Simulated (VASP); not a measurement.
Here is a VASP 6.6.1 calculation.

The input INCAR:

```
ALGO = Fast
EDIFF = 1E-6
ENCUT = 520
GGA = PS
ISIF = 2
ISMEAR = -1
LASPH = True
LCHARG = True
LELF = True
LREAL = False
LVHAR = True
LWAVE = False
NBANDS = 50
NELM = 100
PREC = Accurate
SIGMA = 0.1
```

File KPOINTS:

```
k-points
0
Gamma
  3 2 3
```

Contents of POSCAR:

```
SnPHO3
1.0
    4.5832470500      0.0429597200      4.0306243200
    3.4814088000     -6.5044285100     -0.0761771600
    2.4490200500     -0.0031599600     -4.1316512200
Sn P O H
2 2 6 2
Direct
    0.7625840953      0.2707402093      0.8332583262
    0.0209098497      0.7374347944      0.5903177520
    0.3609552247      0.2796570137      0.2526874546
    0.6510022622      0.7144665385      0.0295423094
    0.6011655675      0.1593628946      0.2099232722
    0.7742209182      0.8318920119      0.8529203709
    0.1264786513      0.4273011673      0.9742505173
    0.5794896802      0.5659370600      0.9036718061
    0.4110458361      0.3931703335      0.4721854872
    0.8049045265      0.6215562457      0.3662413136
    0.2930954500      0.1148756113      0.4117447627
    0.4211086884      0.8718683362      0.0086862286
```

Potentials or basis: VASP PAW PBE potentials, release 64 (Sn_d, P, O, H).

Launch:

```sh
$ cat potpaw_PBE.64/Sn_d/POTCAR potpaw_PBE.64/P/POTCAR potpaw_PBE.64/O/POTCAR potpaw_PBE.64/H/POTCAR > POTCAR
$ mpirun -np 1 vasp_std > vasp.out
```

(1) Predict the band gap on the k mesh.

(2) Estimate the largest force.

(3) What does it give for the pressure?

Answers

(1) 3.61 eV (least direct gap 3.75 eV).

(2) 2.409 eV/Å.

(3) -3.1 GPa.

Caveat: the k points lie up to 0.48 Å⁻¹ apart; the PAW data sets were made with another functional, which shifts forces and pressure a little; spin-orbit coupling is left out, which moves the levels of the heavy elements; an odd mesh through Γ misses points on the zone boundary, where band edges can lie.
